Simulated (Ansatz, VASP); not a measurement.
**Two plane-wave programs on MoS2**

```
CELL_PARAMETERS angstrom
-3.14143 0.00000 0.00000
-1.57072 -2.72056 0.00000
-1.25657 0.00000 12.57882
ATOMIC_POSITIONS crystal
Mo 0.23333 0.33333 0.25000
Mo 0.36667 0.66667 0.75000
S 0.08291 0.33333 0.62605
S 0.61625 0.66667 0.12605
S 0.98375 0.33333 0.87395
S 0.51709 0.66667 0.37395
```

Alike in both runs: task single point; functional PBEsol; k mesh 10 × 10 × 2; occupations gaussian, width 0.05 eV; no spin polarisation.

```csv
,VASP,Ansatz
version,VASP 6.6.1,Ansatz 0.2.0
potentials or method,"VASP PAW PBE potentials, release 64 (Mo_sv, S), cutoff 520 eV","scalar-relativistic, plane waves, PAW"
valence electrons in the cell,52,52
```

Ansatz gave:

| Property | Result |
| --- | --- |
| gap on the k mesh at the Fermi level (eV) | 1.00 |
| least direct gap on the mesh (eV) | 1.97 |
| pressure (GPa) | 0.3 |
| traceless stress, the component that is largest in VASP (GPa) | -0.40 |
| rms of the force components (eV/Å) | 0.046 |

Q: Estimate VASP's values.

A: gap on the k mesh at the Fermi level (eV): 1.01; least direct gap on the mesh (eV): 1.98; pressure (GPa): 0.3; traceless stress, the component that is largest in VASP (GPa): -0.40; rms of the force components (eV/Å): 0.046.

VASP's potentials were made for PBE, not for PBEsol. Atom by atom the forces differ by 0.000 eV/Å (rms over components). The functional is the same, so the differences come from potentials, cutoffs and numerics.
